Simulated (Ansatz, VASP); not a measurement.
**KTaO3 in VASP and in Ansatz**

```
Ta K O
1.0
     3.98830    0.00000    0.00000
     0.00000    3.98830    0.00000
     0.00000    0.00000    3.98830
Ta K O
1 1 3
Direct
  0.00000 0.00000 0.00000
  0.50000 0.50000 0.50000
  0.00000 0.00000 0.50000
  0.00000 0.50000 0.00000
  0.50000 0.00000 0.00000
```

Alike in both runs: functional RPBE; k mesh 7 × 7 × 7; occupations fermi-dirac, width 0.05 eV; no spin polarisation.

```csv
,VASP,Ansatz
version,VASP 6.6.1,Ansatz 0.2.0
potentials or method,"VASP PAW PBE potentials, release 64 (Ta_pv, K_sv, O)",Ansatz PAW
plane-wave cutoff (eV),520,420
valence electrons in the cell,38,40
task,single point,band structure
```

Ansatz gave:

* gap on the k mesh at the Fermi level (eV): 2.33
* least direct gap on the mesh (eV): 2.88
* pressure (GPa): 9.8

**Question.** What did VASP give for the same quantities?

**Answer.** gap on the k mesh at the Fermi level (eV): 2.29; least direct gap on the mesh (eV): 2.84; pressure (GPa): 10.4.

VASP's potentials were made for PBE, not for RPBE. VASP's potentials hold 38 valence electrons a cell and Ansatz's 40, so a difference there can come from the potentials and not from the codes.

Spin-orbit coupling is off throughout. Noted on Ansatz's run: the k mesh misses the band edges, so the gap on the mesh is wider than the one along the path.
